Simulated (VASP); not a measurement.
# Pt (Fm-3m) in VASP: further runs, part 2 of 2

VASP 6.6.1. The steps go on from the part before.

## Step 3: Single point, r2SCAN

This run uses another cell than the first one, of 15.30 Å³/atom, 1.042 times its volume.

Input file POSCAR:

```
Pt
1.0
    0.0000000000      1.9705765472      1.9705765472
    1.9705765472      0.0000000000      1.9705765472
    1.9705765472      1.9705765472      0.0000000000
Pt
1
Direct
    0.0000000000      0.0000000000      0.0000000000
```

Input file INCAR.step1:

```
PREC     = Accurate       # precision mode
ENCUT    = 520            # plane-wave cutoff, eV
ISMEAR   = -1             # smearing method
SIGMA    = 0.1            # smearing width, eV
LREAL    = F              # projectors in reciprocal space
LASPH    = T              # aspherical terms in the spheres
NELM     = 100            # most SCF steps
NBANDS   = 11             # bands
GGA      = PE             # functional
ALGO     = Normal         # electronic algorithm
EDIFF    = 1E-4           # SCF threshold, eV
LWAVE    = T              # write WAVECAR
LCHARG   = F              # write CHGCAR
```

Input file INCAR.step2:

```
PREC     = Accurate       # precision mode
ENCUT    = 520            # plane-wave cutoff, eV
EDIFF    = 1E-7           # SCF threshold, eV
ISMEAR   = -1             # smearing method
SIGMA    = 0.1            # smearing width, eV
LREAL    = F              # projectors in reciprocal space
LASPH    = T              # aspherical terms in the spheres
NELM     = 100            # most SCF steps
ALGO     = Normal         # electronic algorithm
ISIF     = 2              # what is computed and relaxed
LWAVE    = F              # write WAVECAR
LCHARG   = T              # write CHGCAR
METAGGA  = R2SCAN         # meta-GGA
LMIXTAU  = T            
LELF     = T              # ELF
LVHAR    = T            
NBANDS   = 11             # bands
ISTART   = 1
```

Input file KPOINTS:

```
regular mesh
0
Gamma
  22 22 22
```

Potentials or basis: VASP PAW PBE potentials, release 64 (Pt).

Launch:

```bash
> cat potpaw_PBE.64/Pt/POTCAR > POTCAR
> cp INCAR.step1 INCAR
> mpirun -np 1 vasp_std > vasp.out
> cp INCAR.step2 INCAR
> mpirun -np 1 vasp_std > vasp.out
```

OUTCAR:

```text
PREC = Accurate
   ENCUT = 520
   EDIFF = 1E-7
   ISMEAR = -1
   LREAL = F
   LASPH = T
   NELM = 100
   ISIF = 2
   METAGGA = R2SCAN
   ISTART = 1

 ion  position               nearest neighbor table
   1  0.000  0.000  0.000-

  LATTYP: Found a face centered cubic cell.
 ALAT       =     3.9411530944

  Lattice vectors:

 A1 = (   0.0000000000,   1.9705765472,   1.9705765472)
 A2 = (   1.9705765472,   0.0000000000,   1.9705765472)
 A3 = (   1.9705765472,   1.9705765472,   0.0000000000)

Analysis of symmetry for initial positions (statically):
=====================================================================
 Subroutine PRICEL returns:
 Original cell was already a primitive cell.

 Routine SETGRP: Setting up the symmetry group for a
 face centered cubic supercell.

 Subroutine GETGRP returns: Found 48 space group operations
 (whereof 48 operations were pure point group operations)
 out of a pool of 48 trial point group operations.

The static configuration has the point symmetry O_h .

Analysis of symmetry for dynamics (positions and initial velocities):
=====================================================================
 Subroutine PRICEL returns:
 Original cell was already a primitive cell.

 Routine SETGRP: Setting up the symmetry group for a
 face centered cubic supercell.

 Subroutine GETGRP returns: Found 48 space group operations
 (whereof 48 operations were pure point group operations)
 out of a pool of 48 trial point group operations.

The dynamic configuration has the point symmetry O_h .

 Subroutine INISYM returns: Found 48 space group operations
 (whereof 48 operations are pure point group operations),
 and found     1 'primitive' translations

----------------------------------------------------------------------------------------

                                     Primitive cell

  volume of cell :      15.3042

  direct lattice vectors                    reciprocal lattice vectors
     0.000000000  1.970576547  1.970576547    -0.253732848  0.253732848  0.253732848
     1.970576547  0.000000000  1.970576547     0.253732848 -0.253732848  0.253732848
     1.970576547  1.970576547  0.000000000     0.253732848  0.253732848 -0.253732848

  length of vectors
     2.786816079  2.786816079  2.786816079     0.439478185  0.439478185  0.439478185

  position of ions in fractional coordinates (direct lattice)
     0.000000000  0.000000000  0.000000000

  ion indices of the primitive-cell ions
   primitive index   ion index
                 1           1

----------------------------------------------------------------------------------------

 KPOINTS: regular mesh

Automatic generation of k-mesh.
 Grid dimensions read from file:
 generate k-points for:   22   22   22

 Generating k-lattice:

  Cartesian coordinates                     Fractional coordinates (reciprocal lattice)
    -0.011533311  0.011533311  0.011533311     0.045454545  0.000000000  0.000000000
     0.011533311 -0.011533311  0.011533311     0.000000000  0.045454545  0.000000000
     0.011533311  0.011533311 -0.011533311     0.000000000  0.000000000  0.045454545

  Length of vectors
     0.019976281  0.019976281  0.019976281

  Shift w.r.t. Gamma in fractional coordinates (k-lattice)
     0.000000000  0.000000000  0.000000000

 Subroutine IBZKPT returns following result:
 ===========================================

 Found    328 irreducible k-points:

 Following reciprocal coordinates:
            Coordinates               Weight
  0.000000  0.000000  0.000000      1.000000
  0.045455  0.000000  0.000000      8.000000
  0.090909  0.000000  0.000000      8.000000
  0.136364  0.000000  0.000000      8.000000
  0.181818  0.000000  0.000000      8.000000
  0.227273  0.000000  0.000000      8.000000
[... 16 lines left out ...]
  0.500000  0.045455  0.000000     24.000000
 -0.454545  0.045455  0.000000     24.000000
 [... further k-points ...]
   k-points           NKPTS =    328   k-points in BZ     NKDIM =    328   number of bands    NBANDS=     11
   number of dos      NEDOS =    301   number of ions     NIONS =      1
   total plane-waves  NPLWV =  13824
   dimension x,y,z NGX =    24 NGY =   24 NGZ =   24
   dimension x,y,z NGXF=    48 NGYF=   48 NGZF=   48
   ions per type =               1
   NGX,Y,Z   is equivalent  to a cutoff of  14.32, 14.32, 14.32 a.u.
   NGXF,Y,Z  is equivalent  to a cutoff of  28.63, 28.63, 28.63 a.u.
 SYSTEM =  unknown system
   PREC   = accura    normal or accurate (medium, high low for compatibility)
   ISTART =      1    job   : 0-new  1-cont  2-samecut
   ICHARG =      0    charge: 1-file 2-atom 10-const
   ISPIN  =      1    spin polarized calculation?
   LNONCOLLINEAR =      F non collinear calculations
   LSORBIT =      F    spin-orbit coupling
   LASPH  =      T    aspherical Exc in radial PAW
   ENCUT  =  520.0 eV  38.22 Ry    6.18 a.u.   5.18  5.18  5.18*2*pi/ulx,y,z
   NELM   =    100;   NELMIN=  2; NELMDL=  0     # of ELM steps
   EDIFF  = 0.1E-06   stopping-criterion for ELM
   LREAL  =      F    real-space projection
   EDIFFG = 0.1E-05   stopping-criterion for IOM
   NSW    =      0    number of steps for IOM
   IBRION =     -1    ionic relax: 0-MD 1-quasi-New 2-CG
   NFREE  =      0    steps in history (QN), initial steepest desc. (CG)
   ISIF   =      2    stress and relaxation
   ISYM   =      2    0-nonsym 1-usesym 2-fastsym
   POTIM  = 0.5000    time-step for ionic-motion
   TEBEG  =    0.0;   TEEND  =   0.0 temperature during run
   PSTRESS=    0.0 pullay stress
   NELECT =      10.0000    total number of electrons
   NUPDOWN=      -1.0000    fix difference up-down
   EMIN   =  10.00;   EMAX   =-10.00  energy-range for DOS
   EFERMI =   0.00;   METHOD = LEGACY
   ISMEAR =    -1;   SIGMA  =   0.10  broadening in eV -4-tet -1-fermi 0-gaus
   EFERMI_NEDOS =   21; number of points for ismear=-14 and -15
   IALGO  =     38    algorithm
   IMIX   =      4    mixing-type and parameters
     AMIX     =   0.40;   BMIX     =  1.00
     AMIX_MAG =   1.60;   BMIX_MAG =  1.00
  volume/ion in A,a.u.               =      15.30       103.28
  Fermi-wavevector in a.u.,A,eV,Ry     =   1.420599  2.684543 27.457940  2.018102
  Thomas-Fermi vector in A             =   2.541497
   LORBIT       =      0    0 simple, 1 ext, 2 COOP (PROOUT), +10 PAW based schemes
   METAGGA = R2SCAN    functional components
   LHFCALC =     F    Hartree Fock is set to
   AEXX    =    0.0000 exact exchange contribution
   IVDW    =     0    specifies the selected vdW correction
   LEPSILON=     F    determine dielectric tensor
   LRPA    =     F    only Hartree local field effects (RPA)
 non-spin polarized calculation
  energy-cutoff  :      520.00
  volume of cell :       15.30
 maximum number of plane-waves:       428
 NGX is ok and might be reduce to    24
   NGX = 11   NGY = 11   NGZ = 11

 number of electron      10.0000001 magnetization

 Free energy of the ion-electron system (eV)
  ---------------------------------------------------
  ext. energy  EPLUGINS =         0.00000000
  ---------------------------------------------------
  free energy    TOTEN  =       -51.53015201 eV

  energy without entropy =      -51.47821242  energy(sigma->0) =      -51.50418221

 E-fermi :  10.7401     XC(G=0): -14.5309

 val. band max:       10.7273182403   @ k =  -0.3182   0.3636   0.1818
 cond. band min:      10.7403337410   @ k =  -0.4545   0.2273   0.0455
 fundamental gap:      0.0130155008
 Fermi energy:        10.7400669797

 k-point     1 :       0.0000    0.0000    0.0000
  band No.  band energies     occupation
      1       0.4095      2.00000
      2       6.9127      2.00000
      3       6.9127      2.00000
      4       6.9127      2.00000
      5       9.0255      2.00000
      6       9.0255      2.00000
      7      26.2579      0.00000
      8      31.3418      0.00000
      9      31.3418      0.00000
     10      31.3418      0.00000
     11      37.1589      0.00000

 k-point     2 :       0.0455    0.0000    0.0000
  band No.  band energies     occupation
      1       0.4954      2.00000
      2       6.8745      2.00000
      3       6.9470      2.00000
      4       6.9470      2.00000
      5       9.0065      2.00000
      6       9.0065      2.00000
      7      26.3894      0.00000
      8      30.8764      0.00000
      9      31.4704      0.00000
     10      31.4704      0.00000
     11      37.6668      0.00000
[... 295 lines left out ...]
 k-point    24 :      -0.4545    0.0455    0.0000
  band No.  band energies     occupation
      1       3.3885      2.00000
      2       6.7794      2.00000
      3       6.8770      2.00000
      4       9.6672      1.99996
      5      10.6605      1.37815
      6      11.4616      0.00147
      7      17.0199      0.00000
      8      26.0575      0.00000
      9      30.2755      0.00000
     10      30.7448      0.00000
     11      39.7560      0.00000

 [... further k-points ...]
[... 5 lines left out ...]
  --------------------------------------------------------------------------------------
  -------------------------------------------------------------------------------------
  Total        0.0771235      0.0771235      0.0771235     -0.0000000     -0.0000000      0.0000000
  in kB        8.0739724      8.0739724      8.0739724     -0.0000000     -0.0000000      0.0000000
  external PRESSURE =       8.0739724 kB  Pullay stress =       0.0000000 kB

 VOLUME and BASIS-vectors are now :
 -----------------------------------------------------------------------------
  energy-cutoff  :      520.00
  volume of cell :       15.30
      direct lattice vectors                 reciprocal lattice vectors
     0.000000000  1.970576547  1.970576547    -0.253732848  0.253732848  0.253732848
     1.970576547  0.000000000  1.970576547     0.253732848 -0.253732848  0.253732848
     1.970576547  1.970576547  0.000000000     0.253732848  0.253732848 -0.253732848

 POSITION                                       TOTAL-FORCE (eV/Angst)
 -----------------------------------------------------------------------------------
      0.00000      0.00000      0.00000         0.000000      0.000000      0.000000
 -----------------------------------------------------------------------------------
    total drift:                               -0.000000      0.000000     -0.000000

  FREE ENERGIE OF THE ION-ELECTRON SYSTEM (eV)
  ---------------------------------------------------
  free  energy   TOTEN  =       -51.5301520077 eV

  energy  without entropy=      -51.4782124183  energy(sigma->0) =      -51.50418221
```

Wall time 1.8 min (1 thread of Intel Xeon Platinum 8488C (Sapphire Rapids), shared host); peak memory 0.19 GiB.

Results:

* Free energy: -51.5302 eV
* Pressure: 0.8 GPa
* Band gap on the k mesh: zero (band 5 reaches 11.25 eV, above the bottom of band 6 at 8.92 eV)

Caveat: the PAW data sets were made with another functional, which shifts forces and pressure a little; spin-orbit coupling is left out, which moves the levels of the heavy elements.

## Step 4: Single point, r2SCAN (volume scaled by 1.04)

Input file POSCAR:

```
Pt
1.0
    0.0000000000      1.9965081598      1.9965081598
    1.9965081598      0.0000000000      1.9965081598
    1.9965081598      1.9965081598      0.0000000000
Pt
1
Direct
    0.0000000000      0.0000000000      0.0000000000
```

Input file INCAR.step1:

```
PREC = Accurate
ENCUT = 520
ISMEAR = -1
SIGMA = 0.1
LREAL = F
LASPH = T
NELM = 80
NBANDS = 11
GGA = PE
ALGO = Normal
EDIFF = 1E-4
LWAVE = T
LCHARG = F
```

Input file INCAR.step2:

```
PREC = Accurate
ENCUT = 520
EDIFF = 1E-6
ISMEAR = -1
SIGMA = 0.1
LREAL = F
LASPH = T
NELM = 80
ALGO = Normal
ISIF = 2
LWAVE = F
LCHARG = T
METAGGA = R2SCAN
LMIXTAU = T
LELF = T
LVHAR = T
NBANDS = 11
ISTART = 1
```

Input file KPOINTS:

```
Automatic mesh
0
Gamma
  22 22 22
```

Launch:

```bash
> cat potpaw_PBE.64/Pt/POTCAR > POTCAR
> cp INCAR.step1 INCAR
> mpirun -np 1 vasp_std > vasp.out
> cp INCAR.step2 INCAR
> mpirun -np 1 vasp_std > vasp.out
```

Wall time 1.8 min (1 thread of Intel Xeon Platinum 8488C (Sapphire Rapids), shared host); peak memory 0.19 GiB.

Results (log left out):

```
Free energy            : -51.5141 eV
Pressure               : -8.9 GPa
Band gap on the k mesh : zero (band 5 reaches 10.48 eV, above the bottom of band 6 at 8.31 eV)
```

Levels at points of the mesh, in eV from the Fermi level:
```csv
k point,band 1,band 2,band 3,band 4,band 5,band 6,band 7,band 8,band 9,band 10
"(0.00, 0.00, 0.00)",-9.88,-3.59,-3.59,-3.59,-1.61,-1.61,15.61,20.47,20.47,20.47
"(0.50, 0.00, 0.00)",-7.01,-3.68,-3.68,-0.08,0.01,0.01,5.74,15.24,19.55,19.55
"(0.50, 0.50, 0.00)",-6.70,-6.30,-0.07,0.47,0.47,2.05,8.75,11.83,11.83,20.60
```

Caveat: the cell differs from its parent crystal (volume scaled by 1.04); the PAW data sets were made with another functional, which shifts forces and pressure a little; spin-orbit coupling is left out, which moves the levels of the heavy elements.

## Step 5: Single point, r2SCAN (volume scaled by 1.08)

Input file POSCAR:

```
Pt
1.0
    0.0000000000      2.0217830981      2.0217830981
    2.0217830981      0.0000000000      2.0217830981
    2.0217830981      2.0217830981      0.0000000000
Pt
1
Direct
    0.0000000000      0.0000000000      0.0000000000
```

Changes to INCAR.step1 since step 4:

```diff
@@ -6,3 +6,3 @@
 LASPH = T
-NELM = 80
+NELM = 60
 NBANDS = 11
```

Input file INCAR.step2:

```
PREC = Accurate
ENCUT = 520
EDIFF = 1E-6
ISMEAR = -1
SIGMA = 0.1
LREAL = F
LASPH = T
NELM = 60
ALGO = Normal
ISIF = 2
LWAVE = F
LCHARG = F
METAGGA = R2SCAN
LMIXTAU = T
NBANDS = 11
ISTART = 1
```

Input file KPOINTS:

```
regular mesh
0
Gamma
  22 22 22
```

Launch:

```bash
> cat potpaw_PBE.64/Pt/POTCAR > POTCAR
> cp INCAR.step1 INCAR
> mpirun -np 1 vasp_std > vasp.out
> cp INCAR.step2 INCAR
> mpirun -np 1 vasp_std > vasp.out
```

It took 97 s on 1 thread of Intel Xeon Platinum 8488C (Sapphire Rapids), shared host; peak memory 0.19 GiB.

The run converged. Its results:

| Property | Result |
| --- | --- |
| Free energy | -51.4655 eV |
| Pressure | -16.3 GPa |
| Band gap on the k mesh | zero (band 5 reaches 9.78 eV, above the bottom of band 6 at 7.74 eV) |

Levels at points of the mesh, in eV from the Fermi level:
| k point | band 3 | band 4 | band 5 | band 6 | band 7 | band 8 |
| --- | --- | --- | --- | --- | --- | --- |
| (0.00, 0.00, 0.00) | -3.37 | -3.37 | -1.52 | -1.52 | 15.69 | 20.32 |
| (0.50, 0.00, 0.00) | -3.45 | 0.00 | 0.00 | 0.08 | 5.46 | 15.31 |
| (0.50, 0.50, 0.00) | -0.08 | 0.43 | 0.43 | 2.13 | 8.35 | 11.70 |

Caveat: the cell differs from its parent crystal (volume scaled by 1.08); the PAW data sets were made with another functional, which shifts forces and pressure a little; spin-orbit coupling is left out, which moves the levels of the heavy elements.

## Step 6: Single point, r2SCAN (volume scaled by 1.12)

Input file POSCAR:

```
Pt
1.0
    0.0000000000      2.0464414197      2.0464414197
    2.0464414197      0.0000000000      2.0464414197
    2.0464414197      2.0464414197      0.0000000000
Pt
1
Direct
    0.0000000000      0.0000000000      0.0000000000
```

Input file INCAR.step1:

```
PREC     = Accurate       # precision mode
ENCUT    = 520            # plane-wave cutoff, eV
ISMEAR   = -1             # smearing method
SIGMA    = 0.1            # smearing width, eV
LREAL    = F              # projectors in reciprocal space
LASPH    = T              # aspherical terms in the spheres
NELM     = 80             # most SCF steps
NBANDS   = 11             # bands
GGA      = PE             # functional
ALGO     = Normal         # electronic algorithm
EDIFF    = 1E-4           # SCF threshold, eV
LWAVE    = T              # write WAVECAR
LCHARG   = F              # write CHGCAR
```

Input file INCAR.step2:

```
PREC     = Accurate       # precision mode
ENCUT    = 520            # plane-wave cutoff, eV
EDIFF    = 1E-6           # SCF threshold, eV
ISMEAR   = -1             # smearing method
SIGMA    = 0.1            # smearing width, eV
LREAL    = F              # projectors in reciprocal space
LASPH    = T              # aspherical terms in the spheres
NELM     = 80             # most SCF steps
ALGO     = Normal         # electronic algorithm
ISIF     = 2              # what is computed and relaxed
LWAVE    = F              # write WAVECAR
LCHARG   = F              # write CHGCAR
METAGGA  = R2SCAN         # meta-GGA
LMIXTAU  = T            
NBANDS   = 11             # bands
ISTART   = 1
```

KPOINTS is that of step 5.

Potentials or basis: VASP PAW PBE potentials, release 64 (Pt).

Launch:

```bash
> cat potpaw_PBE.64/Pt/POTCAR > POTCAR
> cp INCAR.step1 INCAR
> mpirun -np 1 vasp_std > vasp.out
> cp INCAR.step2 INCAR
> mpirun -np 1 vasp_std > vasp.out
```

Run time: 100 s. Hardware: 1 thread of Intel Xeon Platinum 8488C (Sapphire Rapids), shared host; peak memory 0.19 GiB.

The run converged. Its results:

| Item | Value |
| --- | --- |
| Free energy | -51.3920 eV |
| Pressure | -22.0 GPa |
| Band gap on the k mesh | zero (band 5 reaches 9.13 eV, above the bottom of band 6 at 7.21 eV) |

Levels at points of the mesh, in eV from the Fermi level:
| k point | band 1 | band 2 | band 3 | band 4 | band 5 | band 6 | band 7 | band 8 | band 9 | band 10 |
| --- | --- | --- | --- | --- | --- | --- | --- | --- | --- | --- |
| (0.00, 0.00, 0.00) | -9.08 | -3.18 | -3.18 | -3.18 | -1.44 | -1.44 | 15.74 | 20.16 | 20.16 | 20.16 |
| (0.50, 0.00, 0.00) | -6.29 | -3.25 | -3.25 | 0.00 | 0.00 | 0.23 | 5.21 | 15.35 | 18.96 | 18.96 |
| (0.50, 0.50, 0.00) | -5.95 | -5.59 | -0.08 | 0.40 | 0.40 | 2.21 | 7.99 | 11.57 | 11.57 | 19.68 |

Caveat: the cell differs from its parent crystal (volume scaled by 1.12); the PAW data sets were made with another functional, which shifts forces and pressure a little; spin-orbit coupling is left out, which moves the levels of the heavy elements.

## Step 7: The runs side by side

| cell | gap on the mesh (eV) | pressure (GPa) |
| --- | --- | --- |
| a = 2.749 Å, angles 60.0°, 1 atom | none | 13.4 |
| a = 2.787 Å, angles 60.0°, 1 atom | none | 0.8 |
| a = 2.823 Å, angles 60.0°, 1 atom | none | -8.9 |
| a = 2.859 Å, angles 60.0°, 1 atom | none | -16.3 |
| a = 2.894 Å, angles 60.0°, 1 atom | none | -22.0 |

Alike in all rows: task single point; level r2SCAN; potentials or basis VASP PAW PBE potentials, release 64 (Pt); no spin polarisation; k mesh 22 × 22 × 22; cutoff (eV) 520; smearing fermi-dirac 0.1 eV.

Caveats: the PAW data sets were made with another functional, which shifts forces and pressure a little; spin-orbit coupling is left out, which moves the levels of the heavy elements.

Total energies depend on the potentials used, so only differences within one code and one set of settings carry meaning.
